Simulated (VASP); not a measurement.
Runs of VASP 6.6.1 on BaS. It takes space group Pm-3m (No. 221, cubic). The conventional cell has a = 3.834 Å, b = 3.834 Å, c = 3.834 Å, α = 90.00°, β = 90.00°, γ = 90.00°. Within 4.4 Å of Ba (site symmetry m-3m) lie 8 S at 3.32 Å and 6 Ba at 3.83 Å. S (site symmetry m-3m) has 8 Ba at 3.32 Å and 6 S at 3.83 Å within 4.4 Å. 

```csv
level,k mesh,grid for exact exchange (PRECFOCK),share of exact exchange,screening parameter,gap on the mesh (eV),pressure (GPa)
PBE,4 × 4 × 4,-,-,-,1.42,(c)
PBE,6 × 6 × 6,-,-,-,1.44,1.2
PBE0,4 × 4 × 4,Normal,0.25,-,3.06,(a)
HSE06,4 × 4 × 4,Normal,0.25,0.2079 1/Å,2.34,0.5
r2SCAN,4 × 4 × 4,-,-,-,(b),1.0
```

Alike in all rows: task single point; potentials or basis VASP PAW PBE potentials, release 64 (Ba_sv, S); no spin polarisation; cell as given; cutoff (eV) 520; smearing gaussian 0.01 eV.

Problem. Estimate the missing entries.

Solution. (a) 0.4; (b) 1.80; (c) 1.3.

Caveats: the structure was generated, so it needn't be the stable form of BaS; spin-orbit coupling is left out, which moves the levels of the heavy elements; the PAW data sets were made with another functional, which shifts forces and pressure a little (at least some runs).

A k mesh can miss the band edges, and the runs leave out spin-orbit coupling on Ba.
